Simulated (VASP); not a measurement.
# Ba (I4/mmm) in VASP: a series of runs

Runs on Ba. Level: PBE. Tasks: single point.

Program: VASP 6.6.1. These are calculated values, not measurements. Logs are shortened: lines on timing, memory, paths and dates and some standing lists are left out, and cuts for length are marked.

### Step 1. The cell of the first run

The structure is tetragonal, space group I4/mmm (No. 139). Conventional cell: a = 5.141 Å, b = 5.141 Å, c = 4.730 Å, α = 90.00°, β = 90.00°, γ = 90.00°. Within 5.7 Å of Ba (site symmetry 4/mmm) lie 14 Ba at 4.34 to 5.14 Å.

### Step 2. Single point, PBE

INCAR

```
PREC = Accurate
ENCUT = 520
EDIFF = 1E-7
ISMEAR = 0
SIGMA = 0.15
LREAL = F
LASPH = T
NELM = 100
ALGO = Fast
ISIF = 2
LWAVE = F
LCHARG = F
GGA = PE
NBANDS = 11
```

KPOINTS

```
Automatic mesh
0
Gamma
  16 16 16
```

POSCAR

```
Ba
1.0
   -2.5704593068      2.5704593068      2.3648225622
    2.5704593068     -2.5704593068      2.3648225622
    2.5704593068      2.5704593068     -2.3648225622
Ba
1
Direct
    0.0000000000      0.0000000000      0.0000000000
```

Potentials or basis: VASP PAW PBE potentials, release 64 (Ba_sv).

The run is started by

```console
cat potpaw_PBE.64/Ba_sv/POTCAR > POTCAR
mpirun -np 1 vasp_std > vasp.out
```

OUTCAR:

```text
PREC = Accurate
   ENCUT = 520
   EDIFF = 1E-7
   ISMEAR = 0
   LREAL = F
   LASPH = T
   NELM = 100
   ISIF = 2
   GGA = PE

 ion  position               nearest neighbor table
   1  0.000  0.000  0.000-

  LATTYP: Found a body centered tetragonal cell.
 ALAT       =     5.1409186136
 C/A-ratio  =     0.9200000000

  Lattice vectors:

 A1 = (  -2.5704593068,   2.5704593068,   2.3648225622)
 A2 = (   2.5704593068,  -2.5704593068,   2.3648225622)
 A3 = (   2.5704593068,   2.5704593068,  -2.3648225622)

Analysis of symmetry for initial positions (statically):
=====================================================================
 Subroutine PRICEL returns:
 Original cell was already a primitive cell.

 Routine SETGRP: Setting up the symmetry group for a
 body centered tetragonal supercell.

 Subroutine GETGRP returns: Found 16 space group operations
 (whereof 16 operations were pure point group operations)
 out of a pool of 16 trial point group operations.

The static configuration has the point symmetry D_4h.

Analysis of symmetry for dynamics (positions and initial velocities):
=====================================================================
 Subroutine PRICEL returns:
 Original cell was already a primitive cell.

 Routine SETGRP: Setting up the symmetry group for a
 body centered tetragonal supercell.

 Subroutine GETGRP returns: Found 16 space group operations
 (whereof 16 operations were pure point group operations)
 out of a pool of 16 trial point group operations.

The dynamic configuration has the point symmetry D_4h.

 Subroutine INISYM returns: Found 16 space group operations
 (whereof 16 operations are pure point group operations),
 and found     1 'primitive' translations

----------------------------------------------------------------------------------------

                                     Primitive cell

  volume of cell :      62.5000

  direct lattice vectors                    reciprocal lattice vectors
    -2.570459307  2.570459307  2.364822562     0.000000000  0.194517765  0.211432354
     2.570459307 -2.570459307  2.364822562     0.194517765  0.000000000  0.211432354
     2.570459307  2.570459307 -2.364822562     0.194517765  0.194517765  0.000000000

  length of vectors
     4.336693193  4.336693193  4.336693193     0.287299149  0.287299149  0.275089662

  position of ions in fractional coordinates (direct lattice)
     0.000000000  0.000000000  0.000000000

  ion indices of the primitive-cell ions
   primitive index   ion index
                 1           1

----------------------------------------------------------------------------------------

 KPOINTS: Automatic mesh

Automatic generation of k-mesh.
 Grid dimensions read from file:
 generate k-points for:   16   16   16

 Generating k-lattice:

  Cartesian coordinates                     Fractional coordinates (reciprocal lattice)
     0.000000000  0.012157360  0.013214522     0.062500000  0.000000000  0.000000000
     0.012157360  0.000000000  0.013214522     0.000000000  0.062500000  0.000000000
     0.012157360  0.012157360  0.000000000     0.000000000  0.000000000  0.062500000

  Length of vectors
     0.017956197  0.017956197  0.017193104

  Shift w.r.t. Gamma in fractional coordinates (k-lattice)
     0.000000000  0.000000000  0.000000000

 Subroutine IBZKPT returns following result:
 ===========================================

 Found    349 irreducible k-points:

 Following reciprocal coordinates:
            Coordinates               Weight
  0.000000  0.000000  0.000000      1.000000
  0.062500 -0.000000  0.000000      8.000000
  0.125000 -0.000000  0.000000      8.000000
  0.187500 -0.000000  0.000000      8.000000
  0.250000 -0.000000  0.000000      8.000000
  0.312500 -0.000000  0.000000      8.000000
[... 16 lines left out ...]
 -0.125000  0.062500 -0.000000     16.000000
 -0.062500  0.062500  0.000000      4.000000
 [... further k-points ...]
   k-points           NKPTS =    349   k-points in BZ     NKDIM =    349   number of bands    NBANDS=     11
   number of dos      NEDOS =    301   number of ions     NIONS =      1
   total plane-waves  NPLWV =  32768
   dimension x,y,z NGX =    32 NGY =   32 NGZ =   32
   dimension x,y,z NGXF=    64 NGYF=   64 NGZF=   64
   ions per type =               1
   NGX,Y,Z   is equivalent  to a cutoff of  12.27, 12.27, 12.27 a.u.
   NGXF,Y,Z  is equivalent  to a cutoff of  24.53, 24.53, 24.53 a.u.
 SYSTEM =  unknown system
   PREC   = accura    normal or accurate (medium, high low for compatibility)
   ISTART =      0    job   : 0-new  1-cont  2-samecut
   ICHARG =      2    charge: 1-file 2-atom 10-const
   ISPIN  =      1    spin polarized calculation?
   LNONCOLLINEAR =      F non collinear calculations
   LSORBIT =      F    spin-orbit coupling
   LASPH  =      T    aspherical Exc in radial PAW
   ENCUT  =  520.0 eV  38.22 Ry    6.18 a.u.   8.06  8.06  8.06*2*pi/ulx,y,z
   NELM   =    100;   NELMIN=  2; NELMDL= -5     # of ELM steps
   EDIFF  = 0.1E-06   stopping-criterion for ELM
   LREAL  =      F    real-space projection
   EDIFFG = 0.1E-05   stopping-criterion for IOM
   NSW    =      0    number of steps for IOM
   IBRION =     -1    ionic relax: 0-MD 1-quasi-New 2-CG
   NFREE  =      0    steps in history (QN), initial steepest desc. (CG)
   ISIF   =      2    stress and relaxation
   ISYM   =      2    0-nonsym 1-usesym 2-fastsym
   POTIM  = 0.5000    time-step for ionic-motion
   TEBEG  =    0.0;   TEEND  =   0.0 temperature during run
   PSTRESS=    0.0 pullay stress
   NELECT =      10.0000    total number of electrons
   NUPDOWN=      -1.0000    fix difference up-down
   EMIN   =  10.00;   EMAX   =-10.00  energy-range for DOS
   EFERMI =   0.00;   METHOD = LEGACY
   ISMEAR =     0;   SIGMA  =   0.15  broadening in eV -4-tet -1-fermi 0-gaus
   EFERMI_NEDOS =   21; number of points for ismear=-14 and -15
   IALGO  =     68    algorithm
   IMIX   =      4    mixing-type and parameters
     AMIX     =   0.40;   BMIX     =  1.00
     AMIX_MAG =   1.60;   BMIX_MAG =  1.00
  volume/ion in A,a.u.               =      62.50       421.77
  Fermi-wavevector in a.u.,A,eV,Ry     =   0.888754  1.679501 10.747016  0.789883
  Thomas-Fermi vector in A             =   2.010225
   LORBIT       =      0    0 simple, 1 ext, 2 COOP (PROOUT), +10 PAW based schemes
   GGA     = PE    functional components
   LHFCALC =     F    Hartree Fock is set to
   AEXX    =    0.0000 exact exchange contribution
   IVDW    =     0    specifies the selected vdW correction
   LEPSILON=     F    determine dielectric tensor
   LRPA    =     F    only Hartree local field effects (RPA)
 non-spin polarized calculation
 RMM-DIIS sequential band-by-band and
 Gauss-broadening in eV      SIGMA  =   0.15
  energy-cutoff  :      520.00
  volume of cell :       62.50
 maximum number of plane-waves:      1709
   NGX = 17   NGY = 17   NGZ = 17

 number of electron      10.0000000 magnetization

 number of electron       9.9999999 magnetization

 Free energy of the ion-electron system (eV)
  ---------------------------------------------------
  ext. energy  EPLUGINS =         0.00000000
  ---------------------------------------------------
  free energy    TOTEN  =        -1.90925216 eV

  energy without entropy =       -1.89536063  energy(sigma->0) =       -1.90230640

 E-fermi :   1.6803     XC(G=0):  -7.4339

 val. band max:        1.6787760793   @ k =  -0.3750  -0.4375   0.2500
 cond. band min:       1.6809245311   @ k =  -0.3750  -0.4375   0.1875
 fundamental gap:      0.0021484518
 Fermi energy:         1.6802862750

 k-point     1 :       0.0000    0.0000    0.0000
  band No.  band energies     occupation
      1     -27.1991      2.00000
      2     -12.1458      2.00000
      3     -12.1458      2.00000
      4     -12.1401      2.00000
      5      -1.0810      2.00000
      6       3.1907      0.00000
      7       3.7173      0.00000
      8       3.7173      0.00000
      9       4.5177      0.00000
     10       5.2854      0.00000
     11       8.4366      0.00000

 k-point     2 :       0.0625   -0.0000    0.0000
  band No.  band energies     occupation
      1     -27.1973      2.00000
      2     -12.1625      2.00000
      3     -12.1520      2.00000
      4     -12.1437      2.00000
      5      -1.0039      2.00000
      6       3.1973      0.00000
      7       3.6724      0.00000
      8       3.7140      0.00000
      9       4.5094      0.00000
     10       5.1866      0.00000
     11       8.6087      0.00000

 k-point     3 :       0.1250   -0.0000    0.0000
  band No.  band energies     occupation
      1     -27.1923      2.00000
      2     -12.2169      2.00000
      3     -12.1695      2.00000
      4     -12.1464      2.00000
      5      -0.7814      2.00000
      6       3.1299      0.00000
      7       3.4984      0.00000
      8       3.8178      0.00000
      9       4.5316      0.00000
     10       5.0209      0.00000
     11       8.9746      0.00000

 k-point     4 :       0.1875   -0.0000    0.0000
  band No.  band energies     occupation
      1     -27.1848      2.00000
      2     -12.2969      2.00000
      3     -12.1954      2.00000
      4     -12.1499      2.00000
      5      -0.4398      2.00000
      6       2.9404      0.00000
      7       3.1989      0.00000
      8       4.1300      0.00000
      9       4.6522      0.00000
     10       4.9254      0.00000
     11       9.1586      0.00000
[... 239 lines left out ...]
 k-point    22 :      -0.1875    0.0625   -0.0000
  band No.  band energies     occupation
      1     -27.1881      2.00000
      2     -12.2639      2.00000
      3     -12.1790      2.00000
      4     -12.1510      2.00000
      5      -0.5890      2.00000
      6       3.0083      0.00000
      7       3.3474      0.00000
      8       4.0590      0.00000
      9       4.4020      0.00000
     10       5.1237      0.00000
     11       9.0820      0.00000

 k-point    23 :      -0.1250    0.0625   -0.0000
  band No.  band energies     occupation
      1     -27.1943      2.00000
      2     -12.2002      2.00000
      3     -12.1558      2.00000
      4     -12.1477      2.00000
      5      -0.8673      2.00000
      6       3.1411      0.00000
      7       3.5748      0.00000
      8       3.8684      0.00000
      9       4.3587      0.00000
     10       5.1889      0.00000
     11       8.7332      0.00000

 k-point    24 :      -0.0625    0.0625    0.0000
  band No.  band energies     occupation
      1     -27.1975      2.00000
      2     -12.1652      2.00000
      3     -12.1453      2.00000
      4     -12.1451      2.00000
      5      -1.0108      2.00000
      6       3.1778      0.00000
      7       3.6671      0.00000
      8       3.7890      0.00000
      9       4.4240      0.00000
     10       5.2591      0.00000
     11       8.5387      0.00000

 [... further k-points ...]

------------------------ aborting loop because EDIFF is reached ----------------------------------------

  FORCE on cell =-STRESS in cart. coord.  units (eV):
  Direction    XX          YY          ZZ          XY          YZ          ZX
  --------------------------------------------------------------------------------------
  -------------------------------------------------------------------------------------
  Total        0.0056397      0.0056397      0.2012725      0.0000000      0.0000000      0.0000000
  in kB        0.1445718      0.1445718      5.1595879      0.0000000      0.0000000      0.0000000
  external PRESSURE =       1.8162438 kB  Pullay stress =       0.0000000 kB

 VOLUME and BASIS-vectors are now :
 -----------------------------------------------------------------------------
  energy-cutoff  :      520.00
  volume of cell :       62.50
      direct lattice vectors                 reciprocal lattice vectors
    -2.570459307  2.570459307  2.364822562     0.000000000  0.194517765  0.211432354
     2.570459307 -2.570459307  2.364822562     0.194517765  0.000000000  0.211432354
     2.570459307  2.570459307 -2.364822562     0.194517765  0.194517765  0.000000000

 POSITION                                       TOTAL-FORCE (eV/Angst)
 -----------------------------------------------------------------------------------
      0.00000      0.00000      0.00000         0.000000     -0.000000      0.000000
 -----------------------------------------------------------------------------------
    total drift:                               -0.000000      0.000000     -0.000000

  FREE ENERGIE OF THE ION-ELECTRON SYSTEM (eV)
  ---------------------------------------------------
  free  energy   TOTEN  =        -1.9092521627 eV

  energy  without entropy=       -1.8953606347  energy(sigma->0) =       -1.90230640
```

Wall time 2.2 min (1 thread of Intel Xeon Platinum 8488C (Sapphire Rapids), shared host); peak memory 0.36 GiB.

What came out:

| Property | Result |
| --- | --- |
| Free energy | -1.9093 eV |
| Pressure | 0.2 GPa |
| Band gap on the k mesh | zero (bands 5 and 6 overlap by 0.94 eV) |

Stress tensor (GPa, compression positive):
```
0.01 0.00 0.00
0.00 0.01 0.00
0.00 0.00 0.52
```

Levels at points of the mesh, in eV from the Fermi level:
```
           k point  band 2  band 3  band 4  band 5  band 6  band 7  band 8  band 9
(0.00, 0.00, 0.00)  -13.83  -13.83  -13.82   -2.76    1.51    2.04    2.04    2.84
(0.50, 0.00, 0.00)  -14.30  -13.98  -13.85   -0.88    0.52    1.37    3.25    4.15
(0.50, 0.50, 0.00)  -14.30  -13.95  -13.81   -0.94    1.06    1.09    2.76    3.56
(0.50, 0.50, 0.50)  -14.17  -14.17  -14.09   -0.62   -0.50    4.09    4.09    4.71
```

Caveat: spin-orbit coupling is left out, which moves the levels of the heavy elements.

### Step 3. Single point, PBE

INCAR

```
SYSTEM = Ba
PREC     = Accurate       ! precision mode
ENCUT    = 520            ! plane-wave cutoff, eV
EDIFF    = 1E-6           ! SCF threshold, eV
ISMEAR   = 0              ! smearing method
SIGMA    = 0.15           ! smearing width, eV
LREAL    = .FALSE.        ! projectors in reciprocal space
LASPH    = .TRUE.         ! aspherical terms in the spheres
NELM     = 60             ! most SCF steps
ALGO     = Fast           ! electronic algorithm
ISIF     = 2              ! what is computed and relaxed
LWAVE    = .FALSE.        ! write WAVECAR
LCHARG   = .FALSE.        ! write CHGCAR
GGA      = PE             ! functional
NBANDS   = 11             ! bands
```

KPOINTS

```
Automatic mesh
0
G
  16 16 16
  0 0 0
```

POSCAR

```
Ba
1.0
   -2.4218232654      2.4218232654      2.6640055919
    2.4218232654     -2.4218232654      2.6640055919
    2.4218232654      2.4218232654     -2.6640055919
Ba
1
Direct
    0.0000000000      0.0000000000      0.0000000000
```

Potentials or basis: VASP PAW PBE potentials, release 64 (Ba_sv).

The run is started by

```console
cat potpaw_PBE.64/Ba_sv/POTCAR > POTCAR
mpirun -np 1 vasp_std > vasp.out
```

Run time: 2.2 min. Hardware: 1 thread of Intel Xeon Platinum 8488C (Sapphire Rapids), shared host; peak memory 0.35 GiB.

It converged, with:

- Free energy: -1.9099 eV
- Pressure: 0.2 GPa
- Band gap on the k mesh: zero (bands 5 and 6 overlap by 0.85 eV)

Stress tensor (GPa, compression positive):
```
 0.29  0.00  0.00
 0.00  0.29  0.00
 0.00  0.00 -0.01
```

Levels at points of the mesh, in eV from the Fermi level:
| k point | band 1 | band 2 | band 3 | band 4 | band 5 | band 6 | band 7 | band 8 | band 9 | band 10 |
| --- | --- | --- | --- | --- | --- | --- | --- | --- | --- | --- |
| (0.00, 0.00, 0.00) | -28.88 | -13.83 | -13.82 | -13.82 | -2.76 | 1.69 | 1.69 | 2.23 | 2.82 | 3.60 |
| (0.50, 0.00, 0.00) | -28.83 | -14.30 | -13.96 | -13.83 | -0.92 | 0.90 | 1.18 | 2.78 | 3.89 | 5.15 |
| (0.50, 0.50, 0.00) | -28.83 | -14.29 | -14.00 | -13.86 | -0.87 | 0.33 | 1.48 | 3.73 | 4.09 | 5.33 |
| (0.50, 0.50, 0.50) | -28.80 | -14.21 | -14.12 | -14.12 | -0.64 | -0.47 | 3.71 | 4.65 | 4.75 | 4.75 |

Caveat: spin-orbit coupling is left out, which moves the levels of the heavy elements.
